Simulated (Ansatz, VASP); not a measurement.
## Cu6HAu2: VASP beside Ansatz

```
CELL_PARAMETERS angstrom
7.58514 0.00000 0.00000
0.00000 3.81723 0.00000
0.00000 0.00000 3.81723
ATOMIC_POSITIONS crystal
Cu 0.50631 0.50000 0.50000
Cu 0.99369 0.50000 0.50000
Cu 0.25000 0.00000 0.50000
Cu 0.75000 0.00000 0.50000
Cu 0.25000 0.50000 0.00000
Cu 0.75000 0.50000 0.00000
Au 0.99683 0.00000 0.00000
Au 0.50317 0.00000 0.00000
H 0.25000 0.50000 0.50000
```

Alike in both runs: functional PBE; k mesh 4 × 8 × 8; occupations gaussian, width 0.1 eV; no spin polarisation.

Ansatz relaxed the structure, and its values are those at the end. VASP's run is a single point on that final structure, the one shown.

|  | VASP | Ansatz |
| --- | --- | --- |
| version | VASP 6.6.1 | Ansatz 0.2.0 |
| potentials or method | VASP PAW PBE potentials, release 64 (Cu, Au, H), cutoff 520 eV | scalar-relativistic, plane waves, PAW |
| valence electrons in the cell | 89 | 153 |

```csv
,VASP,Ansatz,Ansatz less VASP
gap on the k mesh at the Fermi level (eV),none,none,-
pressure (GPa),0.1,-0.1,-0.18
```

A gap of «none» marks a metal or a gap that the smearing closes. VASP's potentials hold 89 valence electrons a cell and Ansatz's 153, so a difference there can come from the potentials and not from the codes.

Neither program's run includes spin-orbit coupling.
